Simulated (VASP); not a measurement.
# BaTiO3 (Cm) in VASP: single point with r2SCAN

Aim: the single point of BaTiO3 with r2SCAN.

Program: VASP 6.6.1. These are calculated values, not measurements. Logs are shortened: lines on timing, memory, paths and dates and some standing lists are left out, and cuts for length are marked.

### Step 1. The cell of the first run

It takes space group Cm (No. 8, monoclinic). Conventional cell: a = 5.701 Å, b = 5.680 Å, c = 12.314 Å, α = 90.00°, β = 101.41°, γ = 90.00°. Ba (site symmetry m) has 1 Ti at 2.10 Å and 10 O at 2.55 to 2.93 Å within 3.0 Å. Within 3.7 Å of Ba (site symmetry m) lie 12 O at 2.78 to 2.93 Å and 8 Ti at 3.40 to 3.59 Å. Within 3.7 Å of Ba (site symmetry m) lie 12 O at 2.78 to 2.93 Å and 8 Ti at 3.40 to 3.59 Å. Within 2.5 Å of Ti (site symmetry m) lie 5 O at 1.87 to 2.16 Å and 1 Ba at 2.10 Å. Within 2.5 Å of Ti (site symmetry m) lie 6 O at 1.87 to 2.16 Å. Within 2.5 Å of Ti (site symmetry m) lie 6 O at 1.87 to 2.16 Å. O (site symmetry 1) has 2 Ti at 1.87 to 2.16 Å and 3 Ba at 2.55 to 2.93 Å and 7 O at 2.68 to 2.89 Å within 3.0 Å. O (site symmetry 1) has 2 Ti at 1.87 to 2.16 Å within 2.5 Å.

### Step 2. Single point, r2SCAN (the part above a cut slid along it)

Contents of POSCAR:

```
BaTiO3
1.0
    2.8400536680     -1.6397057497     -2.3314328258
    0.0000000000      3.2794114995     -2.3314328258
   10.1767643086      5.8755576130      4.2744489429
Ba Ti O
3 3 9
Direct
    0.4612623111      0.4612623111      0.9188283674
    0.8501289778      0.8501289778      0.2521617007
    0.6556956444      0.6556956444      0.5854950341
    0.4312652904      0.4312652904      0.0899826165
    0.2368319571      0.2368319571      0.4233159498
    0.0423986237      0.0423986237      0.7566492831
    0.4629108420     -0.0274952479      0.0811512176
    0.2684775086     -0.2219285813      0.4144845509
    0.0740441753     -0.4163619146      0.7478178843
   -0.0274952479      0.4629108420      0.0811512176
   -0.2219285813      0.2684775086      0.4144845509
   -0.4163619146      0.0740441753      0.7478178843
    0.3675595512      0.3675595512      0.2446199142
    0.1731262179      0.1731262179      0.5779532476
   -0.0213071154     -0.0213071154      0.9112865809
```

Contents of INCAR.step1:

```
SYSTEM = BaTiO3
PREC     = Accurate       ! precision mode
ENCUT    = 520            ! plane-wave cutoff, eV
ISMEAR   = 0              ! smearing method
SIGMA    = 0.05           ! smearing width, eV
LREAL    = Auto         
LASPH    = .True.         ! aspherical terms in the spheres
NELM     = 80             ! most SCF steps
NBANDS   = 73             ! bands
GGA      = PE             ! functional
ALGO     = Normal         ! electronic algorithm
EDIFF    = 1E-4           ! SCF threshold, eV
LWAVE    = .True.         ! write WAVECAR
LCHARG   = .False.        ! write CHGCAR
```

Contents of INCAR.step2:

```
SYSTEM = BaTiO3
PREC     = Accurate       ! precision mode
ENCUT    = 520            ! plane-wave cutoff, eV
EDIFF    = 1E-6           ! SCF threshold, eV
ISMEAR   = 0              ! smearing method
SIGMA    = 0.05           ! smearing width, eV
LREAL    = Auto         
LASPH    = .True.         ! aspherical terms in the spheres
NELM     = 80             ! most SCF steps
ALGO     = Normal         ! electronic algorithm
ISIF     = 2              ! what is computed and relaxed
LWAVE    = .False.        ! write WAVECAR
LCHARG   = .True.         ! write CHGCAR
METAGGA  = R2SCAN         ! meta-GGA
LMIXTAU  = .True.       
LELF     = .True.         ! ELF
LVHAR    = .True.       
NBANDS   = 73             ! bands
ISTART   = 1
```

Contents of KPOINTS:

```
Automatic mesh
0
Gamma
  6 6 2
  0 0 0
```

Potentials or basis: VASP PAW PBE potentials, release 64 (Ba_sv, Ti_sv, O).

Started as:

```
$ cat potpaw_PBE.64/Ba_sv/POTCAR potpaw_PBE.64/Ti_sv/POTCAR potpaw_PBE.64/O/POTCAR > POTCAR
$ cp INCAR.step1 INCAR
$ mpirun -np 1 vasp_std > vasp.out
$ cp INCAR.step2 INCAR
$ mpirun -np 1 vasp_std > vasp.out
```

OUTCAR:

```text
SYSTEM = BaTiO3
   PREC = Accurate
   ENCUT = 520
   EDIFF = 1E-6
   ISMEAR = 0
   LREAL = Auto
   LASPH = .True.
   NELM = 80
   ISIF = 2
   METAGGA = R2SCAN
   ISTART = 1

 ion  position               nearest neighbor table
   1  0.461  0.461  0.919-   4 2.10  10 2.55   7 2.55  15 2.78   9 2.84  12 2.84  15 2.84  15 2.84
                             9 2.93  12 2.93  15 2.93  10 3.15   7 3.15   6 3.40   6 3.45   6 3.45
   2  0.850  0.850  0.252-   8 2.78  11 2.78  13 2.78   7 2.84  10 2.84   8 2.84  11 2.84  13 2.84
                            13 2.84  13 2.93   7 2.93  10 2.93   4 3.40   4 3.45   4 3.45   5 3.45
   3  0.656  0.656  0.585-  14 2.78   9 2.78  12 2.78  14 2.84  14 2.84   9 2.84  12 2.84   8 2.84
                            11 2.84  14 2.93   8 2.93  11 2.93   5 3.40   6 3.45   5 3.45   5 3.45
   4  0.431  0.431  0.090-  13 1.87  10 1.87   7 1.87   1 2.10  10 2.16   7 2.16   2 3.40   2 3.45
                             2 3.45   2 3.51
   5  0.237  0.237  0.423-  11 1.87   8 1.87  14 1.87  11 2.16   8 2.16  13 2.16   3 3.40   3 3.45
                             3 3.45   2 3.45   3 3.51   2 3.51   2 3.51   2 3.59
   6  0.042  0.042  0.757-  12 1.87   9 1.87  15 1.87  14 2.16  12 2.16   9 2.16   1 3.40   3 3.45
                             1 3.45   1 3.45   3 3.51   3 3.51   1 3.51   3 3.59
   7  0.463  0.973  0.081-   4 1.87   4 2.16   1 2.55   2 2.84   2 2.93   1 3.15
   8  0.268  0.778  0.414-   5 1.87   5 2.16   2 2.78   2 2.84   3 2.84   3 2.93
   9  0.074  0.584  0.748-   6 1.87   6 2.16   3 2.78   1 2.84   3 2.84   1 2.93
  10  0.973  0.463  0.081-   4 1.87   4 2.16   1 2.55   2 2.84   2 2.93   1 3.15
  11  0.778  0.268  0.414-   5 1.87   5 2.16   2 2.78   2 2.84   3 2.84   3 2.93
  12  0.584  0.074  0.748-   6 1.87   6 2.16   3 2.78   1 2.84   3 2.84   1 2.93
  13  0.368  0.368  0.245-   4 1.87   5 2.16   2 2.78   2 2.84   2 2.84   2 2.93
  14  0.173  0.173  0.578-   5 1.87   6 2.16   3 2.78   3 2.84   3 2.84   3 2.93
  15  0.979  0.979  0.911-   6 1.87   1 2.78   1 2.84   1 2.84   1 2.93

  LATTYP: Found a base centered monoclinic cell.
 ALAT       =     5.7006013602
 B/A-ratio  =     0.9964049364
 C/A-ratio  =     2.1601996216
 COS(beta)  =    -0.1978825474

  Lattice vectors:

 A1 = (   2.8400536680,  -1.6397057497,  -2.3314328258)
 A2 = (   0.0000000000,   3.2794114995,  -2.3314328258)
 A3 = (   7.3367106406,   4.2358518632,   8.9373145945)

Analysis of symmetry for initial positions (statically):
=====================================================================
 Subroutine PRICEL returns:
 Original cell was already a primitive cell.

 Routine SETGRP: Setting up the symmetry group for a
 base centered monoclinic supercell.

 Subroutine GETGRP returns: Found  2 space group operations
[... 165 lines left out ...]
  Fermi-wavevector in a.u.,A,eV,Ry     =   1.391466  2.629490 26.343298  1.936178
  Thomas-Fermi vector in A             =   2.515302
   LORBIT       =      0    0 simple, 1 ext, 2 COOP (PROOUT), +10 PAW based schemes
   METAGGA = R2SCAN    functional components
   LHFCALC =     F    Hartree Fock is set to
   AEXX    =    0.0000 exact exchange contribution
   IVDW    =     0    specifies the selected vdW correction
   LEPSILON=     F    determine dielectric tensor
   LRPA    =     F    only Hartree local field effects (RPA)
 non-spin polarized calculation
 Gauss-broadening in eV      SIGMA  =   0.05
  energy-cutoff  :      520.00
  volume of cell :      195.43
 maximum number of plane-waves:      5312
 NGX is ok and might be reduce to    30
   NGX = 15   NGY = 15   NGZ = 47

 number of electron     120.0000002 magnetization

 Free energy of the ion-electron system (eV)
  ---------------------------------------------------
  ext. energy  EPLUGINS =         0.00000000
  ---------------------------------------------------
  free energy    TOTEN  =      -215.06876404 eV

  energy without entropy =     -215.06876404  energy(sigma->0) =     -215.06876404

 E-fermi :   3.8621     XC(G=0): -11.7804

 val. band max:        3.6316024759   @ k =   0.5000   0.5000   0.5000
 cond. band min:       5.1672628004   @ k =   0.0000  -0.0000   0.5000
 fundamental gap:      1.5356603246
 Fermi energy:         3.8621478116

 k-point     1 :       0.0000    0.0000    0.0000
  band No.  band energies     occupation
      1     -55.8287      2.00000
      2     -55.2532      2.00000
      3     -54.6817      2.00000
      4     -32.0299      2.00000
      5     -30.8441      2.00000
      6     -30.8379      2.00000
[... 1789 lines left out ...]
     71       9.7542      0.00000
     72      10.3994      0.00000

 [... further k-points ...]

 [bands above 72 left out]

------------------------ aborting loop because EDIFF is reached ----------------------------------------

  FORCE on cell =-STRESS in cart. coord.  units (eV):
  Direction    XX          YY          ZZ          XY          YZ          ZX
  --------------------------------------------------------------------------------------
  -------------------------------------------------------------------------------------
  Total       21.2070664      5.9666264      7.0320167     13.1986082      8.5889491     14.8765800
  in kB      173.8614513     48.9160694     57.6504361    108.2058749     70.4146024    121.9623560
  external PRESSURE =      93.4759856 kB  Pullay stress =       0.0000000 kB

 VOLUME and BASIS-vectors are now :
 -----------------------------------------------------------------------------
  energy-cutoff  :      520.00
  volume of cell :      195.43
      direct lattice vectors                 reciprocal lattice vectors
     2.840053668 -1.639705750 -2.331432826     0.141822437 -0.121407284 -0.170772428
     0.000000000  3.279411500 -2.331432826    -0.034230574  0.183525476 -0.170772428
    10.176764309  5.875557613  4.274448943     0.058684337  0.033881418  0.047657865

 POSITION                                       TOTAL-FORCE (eV/Angst)
 -----------------------------------------------------------------------------------
     10.66071      6.15496      1.77668       -13.629496     -7.868993     -7.730429
      4.98060      2.87555     -2.88618        -0.212294     -0.122568     -0.206193
      7.82066      4.51526     -0.55475         0.119454      0.068967      0.069873
      2.14055      1.23585     -1.62631        14.230940      8.216237      8.407350
      4.98060      2.87555      0.70513         0.520637      0.300590      0.171021
      7.82066      4.51526      3.03656         1.219986      0.704359      0.314864
      2.14055      2.90701     -2.99970         0.150629      0.281457      0.370926
      4.98060      4.54672     -0.66827        -0.130850     -0.175948     -0.015151
      7.82066      6.18643      1.66317         0.058888     -0.357824      0.173343
      3.58782      0.40026     -2.99970         0.319064     -0.010280      0.370926
      6.42788      2.03997     -0.66827        -0.217800     -0.025345     -0.015151
      9.26793      3.67967      1.66317        -0.280441      0.229911      0.173343
      3.53333      2.03997     -0.66827        -0.305250     -0.176236     -0.269961
      6.37338      3.67967      1.66317        -0.401853     -0.232010     -0.317244
     12.05349      6.95909     -0.66827        -1.441612     -0.832315     -1.497518
 -----------------------------------------------------------------------------------
    total drift:                                0.020872      0.012050     -0.000040

  FREE ENERGIE OF THE ION-ELECTRON SYSTEM (eV)
  ---------------------------------------------------
  free  energy   TOTEN  =      -215.0687640399 eV

  energy  without entropy=     -215.0687640399  energy(sigma->0) =     -215.06876404
```

OSZICAR.step1:

```text
N       E                     dE             d eps       ncg     rms          rms(c)
DAV:   1     0.160239260373E+04    0.16024E+04   -0.60147E+04  3796   0.179E+03
DAV:   2     0.145107276310E+03   -0.14573E+04   -0.13817E+04  4097   0.517E+02
DAV:   3    -0.123193084801E+03   -0.26830E+03   -0.25960E+03  4971   0.207E+02
DAV:   4    -0.141266373915E+03   -0.18073E+02   -0.18029E+02  5760   0.557E+01
DAV:   5    -0.142183464569E+03   -0.91709E+00   -0.91664E+00  5704   0.101E+01    0.439E+01
DAV:   6    -0.114273609374E+03    0.27910E+02   -0.19874E+02  5745   0.798E+01    0.245E+01
DAV:   7    -0.114483730465E+03   -0.21012E+00   -0.68338E+01  5559   0.457E+01    0.153E+01
DAV:   8    -0.112655087955E+03    0.18286E+01   -0.49703E+00  5453   0.168E+01    0.597E+00
DAV:   9    -0.112805017288E+03   -0.14993E+00   -0.16189E+00  5992   0.792E+00    0.369E+00
DAV:  10    -0.112718733937E+03    0.86283E-01   -0.71762E-01  5541   0.473E+00    0.165E+00
DAV:  11    -0.112718809714E+03   -0.75777E-04   -0.16083E-01  5592   0.230E+00    0.930E-01
DAV:  12    -0.112714269307E+03    0.45404E-02   -0.99714E-02  5495   0.161E+00    0.594E-01
DAV:  13    -0.112711373020E+03    0.28963E-02   -0.14842E-02  5503   0.653E-01    0.208E-01
DAV:  14    -0.112711135927E+03    0.23709E-03   -0.32952E-03  5320   0.260E-01    0.636E-02
DAV:  15    -0.112711167818E+03   -0.31891E-04   -0.51359E-04  3910   0.100E-01
   1 F= -.11271117E+03 E0= -.11271117E+03  d E =-.142014E-13
```

Run time: 25 min. Hardware: 1 thread of Intel Xeon 6975P-C (Granite Rapids), shared host; peak memory 0.44 GiB.

What came out:

- Free energy: -215.0688 eV
- Pressure: 9.3 GPa
- Largest force: 18.458 eV/Å
- Band gap on the k mesh: 1.54 eV (least direct gap 2.00 eV)

Forces on the atoms (eV/Å):
```
Ba  -13.629  -7.869  -7.730
Ba   -0.212  -0.123  -0.206
Ba    0.119   0.069   0.070
Ti   14.231   8.216   8.407
Ti    0.521   0.301   0.171
Ti    1.220   0.704   0.315
O     0.151   0.281   0.371
O    -0.131  -0.176  -0.015
O     0.059  -0.358   0.173
O     0.319  -0.010   0.371
O    -0.218  -0.025  -0.015
O    -0.280   0.230   0.173
O    -0.305  -0.176  -0.270
O    -0.402  -0.232  -0.317
O    -1.442  -0.832  -1.498
```

Caveat: the cell differs from its parent crystal (the part above a cut slid along it); the stress differs along the axes, from 5 to 17 GPa; the PAW data sets were made with another functional, which shifts forces and pressure a little; spin-orbit coupling is left out, which moves the levels of the heavy elements.
